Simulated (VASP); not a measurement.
## Cs: single point with RPBE

Crystal: Cs.

```
Cs
1.0
     5.84486    0.00000    0.00000
    -2.92243    5.06180    0.00000
     0.00000    0.00000   19.18315
Cs
4
Direct
  0.00000 0.00000 0.00000
  0.00000 0.00000 0.50000
  0.33333 0.66667 0.25000
  0.66667 0.33333 0.75000
```

This isn't the form of Cs at room conditions, which is bcc.

| Quantity | Value |
| --- | --- |
| Program | VASP 6.6.1 |
| Task | single point |
| Functional | RPBE |
| Potentials or basis | VASP PAW PBE potentials, release 64 (Cs_sv) |
| Cutoff | 520 eV |
| k mesh | 7 × 7 × 2 |
| Occupations | fermi-dirac, width 0.1 eV |
| Spin | no spin polarisation |

| Property | Result |
| --- | --- |
| Pressure | -0.1 GPa |
| Band gap on the k mesh | zero (bands 18 and 19 overlap by 1.41 eV) |

Levels at points of the mesh, in eV from the Fermi level:
```tsv
k point	band 14	band 15	band 16	band 17	band 18	band 19	band 20	band 21	band 22	band 23
(0.00, 0.00, 0.00)	-10.82	-10.82	-10.82	-1.46	-0.96	-0.96	0.04	0.56	1.56	1.57
(0.00, 0.00, 0.50)	-10.82	-10.82	-10.82	-1.33	-1.33	-0.41	-0.41	1.00	1.00	2.08
```

It took 3.2 min on 1 thread of Intel(R) Xeon(R) Platinum 8559C (Emerald Rapids) (shared host), peak memory 0.73 GiB.

Caveat: the PAW data sets were made with another functional, which shifts forces and pressure a little; spin-orbit coupling is left out, which moves the levels of the heavy elements.
